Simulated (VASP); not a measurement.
Here is a VASP 6.6.1 calculation.

The input INCAR:

```
SYSTEM = Be2Te
  ALGO = Normal
  EDIFF = 1E-6
  ENCUT = 600
  GGA = PE
  GGA_COMPAT = .False.
  ISIF = 2
  ISMEAR = 0
  LASPH = .True.
  LCHARG = .False.
  LREAL = .False.
  LWAVE = .False.
  NBANDS = 12
  NELM = 120
  PREC = Accurate
  SIGMA = 0.1
```

File KPOINTS:

```
k-points
0
Gamma
  6 6 6
  0 0 0
```

POSCAR

```
Be2Te
1.0
    0.0000000000      2.8653048747      2.8653048747
    2.8653048747      0.0000000000      2.8653048747
    2.8653048747      2.8653048747      0.0000000000
Be Te
2 1
Direct
    0.2500000000      0.2500000000      0.2500000000
    0.7500000000      0.7500000000      0.7500000000
    0.0000000000      0.0000000000      0.0000000000
```

Potentials or basis: VASP PAW PBE potentials, release 64 (Be, Te).

Launch:

```console
$ cat potpaw_PBE.64/Be/POTCAR potpaw_PBE.64/Te/POTCAR > POTCAR
$ mpirun -np 1 vasp_std > vasp.out
```

(1) Predict the pressure.

(2) Estimate the band gap on the k mesh.

Answers

(1) 12.0 GPa.

(2) zero (bands 5 and 6 overlap by 1.99 eV).

Caveat: the cell stands under pressure; spin-orbit coupling is left out, which moves the levels of the heavy elements.
